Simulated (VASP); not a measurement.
# NbP (I4_1/amd) in VASP: single point with PBE

Aim: the single point of NbP with PBE.

Program: VASP 6.6.1. These are calculated values, not measurements. Logs are shortened: lines on timing, memory, paths and dates and some standing lists are left out, and cuts for length are marked.

## 1. The cell of the first run

The structure is tetragonal, space group I4_1/amd (No. 141). Conventional cell: a = 3.510 Å, b = 3.510 Å, c = 10.417 Å, α = 90.00°, β = 90.00°, γ = 90.00°. Nb (site symmetry -4m2) has 8 P at 2.48 to 3.14 Å and 4 Nb at 3.14 Å within 3.3 Å. Within 3.3 Å of P (site symmetry -4m2) lie 8 Nb at 2.48 to 3.14 Å and 4 P at 3.14 Å.

## 2. Single point, PBE

Contents of INCAR:

```
PREC = Accurate
ENCUT = 520
EDIFF = 1E-6
ISMEAR = 0
SIGMA = 0.1
LREAL = F
LASPH = T
NELM = 60
ALGO = Normal
ISIF = 2
LWAVE = F
LCHARG = F
GGA = PE
NBANDS = 26
```

Contents of KPOINTS:

```
Automatic mesh
0
Gamma
  18 18 18
```

Contents of POSCAR:

```
NbP
1.0
   -1.7550054278      1.7550054278      5.2083817788
    1.7550054278     -1.7550054278      5.2083817788
    1.7550054278      1.7550054278     -5.2083817788
Nb P
2 2
Direct
    0.0000000000      0.0000000000      0.0000000000
    0.7500000000      0.2500000000      0.5000000000
    0.5000000000      0.5000000000      0.0000000000
    0.2500000000      0.7500000000      0.5000000000
```

Potentials or basis: VASP PAW PBE potentials, release 64 (Nb_sv, P).

On the command line:

```console
> cat potpaw_PBE.64/Nb_sv/POTCAR potpaw_PBE.64/P/POTCAR > POTCAR
> mpirun -np 1 vasp_std > vasp.out
```

OUTCAR:

```text
PREC = Accurate
   ENCUT = 520
   EDIFF = 1E-6
   ISMEAR = 0
   LREAL = F
   LASPH = T
   NELM = 60
   ISIF = 2
   GGA = PE

 ion  position               nearest neighbor table
   1  0.000  0.000  0.000-   3 2.48   3 2.48   3 2.48   3 2.48
   2  0.750  0.250  0.500-   4 2.48   4 2.48   4 2.48   4 2.48
   3  0.500  0.500  0.000-   1 2.48   1 2.48   1 2.48   1 2.48
   4  0.250  0.750  0.500-   2 2.48   2 2.48   2 2.48   2 2.48

  LATTYP: Found a body centered tetragonal cell.
 ALAT       =     3.5100108556
 C/A-ratio  =     2.9677297268

  Lattice vectors:

 A1 = (  -1.7550054278,   1.7550054278,   5.2083817788)
 A2 = (   1.7550054278,  -1.7550054278,   5.2083817788)
 A3 = (   1.7550054278,   1.7550054278,  -5.2083817788)

Analysis of symmetry for initial positions (statically):
=====================================================================
 Subroutine PRICEL returns:
 Original cell was already a primitive cell.

 Routine SETGRP: Setting up the symmetry group for a
 body centered tetragonal supercell.

 Subroutine GETGRP returns: Found 16 space group operations
 (whereof  8 operations were pure point group operations)
 out of a pool of 16 trial point group operations.

The static configuration has the point symmetry D_2d.
 The point group associated with its full space group is D_4h.

Analysis of symmetry for dynamics (positions and initial velocities):
=====================================================================
 Subroutine PRICEL returns:
 Original cell was already a primitive cell.

 Routine SETGRP: Setting up the symmetry group for a
 body centered tetragonal supercell.

 Subroutine GETGRP returns: Found 16 space group operations
 (whereof  8 operations were pure point group operations)
 out of a pool of 16 trial point group operations.

The dynamic configuration has the point symmetry D_2d.
 The point group associated with its full space group is D_4h.

 Subroutine INISYM returns: Found 16 space group operations
 (whereof  8 operations are pure point group operations),
 and found     1 'primitive' translations

----------------------------------------------------------------------------------------

                                     Primitive cell

  volume of cell :      64.1682
[... 84 lines left out ...]
   PREC   = accura    normal or accurate (medium, high low for compatibility)
   ISTART =      0    job   : 0-new  1-cont  2-samecut
   ICHARG =      2    charge: 1-file 2-atom 10-const
   ISPIN  =      1    spin polarized calculation?
   LNONCOLLINEAR =      F non collinear calculations
   LSORBIT =      F    spin-orbit coupling
   LASPH  =      T    aspherical Exc in radial PAW
   ENCUT  =  520.0 eV  38.22 Ry    6.18 a.u.  10.73 10.73 10.73*2*pi/ulx,y,z
   NELM   =     60;   NELMIN=  2; NELMDL= -5     # of ELM steps
   EDIFF  = 0.1E-05   stopping-criterion for ELM
   LREAL  =      F    real-space projection
   EDIFFG = 0.1E-04   stopping-criterion for IOM
   NSW    =      0    number of steps for IOM
   IBRION =     -1    ionic relax: 0-MD 1-quasi-New 2-CG
   NFREE  =      0    steps in history (QN), initial steepest desc. (CG)
   ISIF   =      2    stress and relaxation
   ISYM   =      2    0-nonsym 1-usesym 2-fastsym
   POTIM  = 0.5000    time-step for ionic-motion
   TEBEG  =    0.0;   TEEND  =   0.0 temperature during run
   PSTRESS=    0.0 pullay stress
   NELECT =      36.0000    total number of electrons
   NUPDOWN=      -1.0000    fix difference up-down
   EMIN   =  10.00;   EMAX   =-10.00  energy-range for DOS
   EFERMI =   0.00;   METHOD = LEGACY
   ISMEAR =     0;   SIGMA  =   0.10  broadening in eV -4-tet -1-fermi 0-gaus
   EFERMI_NEDOS =   21; number of points for ismear=-14 and -15
   IALGO  =     38    algorithm
   IMIX   =      4    mixing-type and parameters
     AMIX     =   0.40;   BMIX     =  1.00
     AMIX_MAG =   1.60;   BMIX_MAG =  1.00
  volume/ion in A,a.u.               =      16.04       108.26
  Fermi-wavevector in a.u.,A,eV,Ry     =   1.350213  2.551533 24.804459  1.823076
  Thomas-Fermi vector in A             =   2.477736
   LORBIT       =      0    0 simple, 1 ext, 2 COOP (PROOUT), +10 PAW based schemes
   GGA     = PE    functional components
   LHFCALC =     F    Hartree Fock is set to
   AEXX    =    0.0000 exact exchange contribution
   IVDW    =     0    specifies the selected vdW correction
   LEPSILON=     F    determine dielectric tensor
   LRPA    =     F    only Hartree local field effects (RPA)
 non-spin polarized calculation
 Gauss-broadening in eV      SIGMA  =   0.10
  energy-cutoff  :      520.00
  volume of cell :       64.17
 maximum number of plane-waves:      1767
 NGX is ok and might be reduce to    48
   NGX = 21   NGY = 21   NGZ = 21

 number of electron      36.0000000 magnetization

 Free energy of the ion-electron system (eV)
  ---------------------------------------------------
  ext. energy  EPLUGINS =         0.00000000
  ---------------------------------------------------
  free energy    TOTEN  =       -32.93156627 eV

  energy without entropy =      -32.91607833  energy(sigma->0) =      -32.92382230

 E-fermi :  10.9544     XC(G=0): -12.0444

 val. band max:       10.9539618315   @ k =  -0.3889   0.4444   0.3333
 cond. band min:      10.9546028227   @ k =  -0.1667  -0.2778   0.0556
 fundamental gap:      0.0006409912
 Fermi energy:        10.9544459232

 k-point     1 :       0.0000    0.0000    0.0000
  band No.  band energies     occupation
      1     -44.0271      2.00000
      2     -43.9570      2.00000
      3     -20.1864      2.00000
      4     -20.1864      2.00000
      5     -20.1559      2.00000
      6     -20.1356      2.00000
[... 685 lines left out ...]
     25      14.8037      0.00000
     26      15.3685      0.00000

 [... further k-points ...]
[... 5 lines left out ...]
  --------------------------------------------------------------------------------------
  -------------------------------------------------------------------------------------
  Total       -0.1755490     -0.1755490     -0.0488489      0.0000000     -0.0000000      0.0000000
  in kB       -4.3831795     -4.3831795     -1.2196794      0.0000000     -0.0000000      0.0000000
  external PRESSURE =      -3.3286795 kB  Pullay stress =       0.0000000 kB

 VOLUME and BASIS-vectors are now :
 -----------------------------------------------------------------------------
  energy-cutoff  :      520.00
  volume of cell :       64.17
      direct lattice vectors                 reciprocal lattice vectors
    -1.755005428  1.755005428  5.208381779     0.000000000  0.284899404  0.095999107
     1.755005428 -1.755005428  5.208381779     0.284899404  0.000000000  0.095999107
     1.755005428  1.755005428 -5.208381779     0.284899404  0.284899404  0.000000000

 POSITION                                       TOTAL-FORCE (eV/Angst)
 -----------------------------------------------------------------------------------
      0.00000      0.00000      0.00000        -0.000000      0.000000      0.000000
      0.00000      1.75501      2.60419         0.000000     -0.000000      0.000000
      0.00000      0.00000      5.20838        -0.000000     -0.000000     -0.000000
      1.75501      0.00000      2.60419         0.000000      0.000000     -0.000000
 -----------------------------------------------------------------------------------
    total drift:                                0.000000     -0.000000      0.000000

  FREE ENERGIE OF THE ION-ELECTRON SYSTEM (eV)
  ---------------------------------------------------
  free  energy   TOTEN  =       -32.9315662719 eV

  energy  without entropy=      -32.9160783345  energy(sigma->0) =      -32.92382230
```

stdout:

```text
POSCAR found type information on POSCAR NbP
 POSCAR found :  2 types and       4 ions
 scaLAPACK will be used
 LDA part: xc-table for (Slater+PW92), standard interpolation
 POSCAR, INCAR and KPOINTS ok, starting setup
 FFT: planning ... GRIDC
 FFT: planning ... GRID_SOFT
 FFT: planning ... GRID
 WAVECAR not read
 entering main loop
```

Wall time 67 min (1 thread of Oxide Virtual Turin-like, shared host); peak memory 0.79 GiB.

Results:

```
Free energy            : -32.9316 eV
Pressure               : -0.3 GPa
Band gap on the k mesh : zero (band 18 reaches 11.28 eV, above the bottom of band 19 at 10.12 eV)
```
